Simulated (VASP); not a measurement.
A run of VASP 6.6.1 is set up as follows.

INCAR

```
SYSTEM = CO2
ALGO = Normal
EDIFF = 1E-6
ENCUT = 520
GGA = PS
ISIF = 2
ISMEAR = 0
LASPH = .TRUE.
LCHARG = .FALSE.
LREAL = .FALSE.
LWAVE = .FALSE.
NBANDS = 25
NELM = 80
PREC = Accurate
SIGMA = 0.01
```

File KPOINTS:

```
k-points
0
G
  3 3 3
  0 0 0
```

Contents of POSCAR:

```
CO2
1.0
   -1.9747270000      1.9747270000      3.0140580000
    1.9747270000     -1.9747270000      3.0140580000
    1.9747270000      1.9747270000     -3.0140580000
C O
2 4
Direct
    0.7500000000      0.2500000000      0.5000000000
    0.0000000000      0.0000000000      0.0000000000
    0.7097979999      0.1250000000      0.0847979999
    0.0402020001      0.6250000000      0.9152020001
    0.3750000000      0.2902020001      0.4152020001
    0.8750000000      0.9597979999      0.5847979999
```

Potentials or basis: VASP PAW PBE potentials, release 64 (C, O).

The run is started by

```sh
$ cat potpaw_PBE.64/C/POTCAR potpaw_PBE.64/O/POTCAR > POTCAR
$ mpirun -np 1 vasp_std > vasp.out
```

Task: What does it give for the pressure?

Result: -4.9 GPa.

Task: Predict the band gap on the k mesh.

Result: 7.69 eV, indirect (least direct gap 8.00 eV).

Stress tensor (GPa, compression positive):
```
-4.34  0.00  0.00
 0.00 -4.34  0.00
 0.00  0.00 -6.12
```

Caveat: the k points lie up to 0.75 Å⁻¹ apart; the PAW data sets were made with another functional, which shifts forces and pressure a little. A k mesh can miss the band edges.
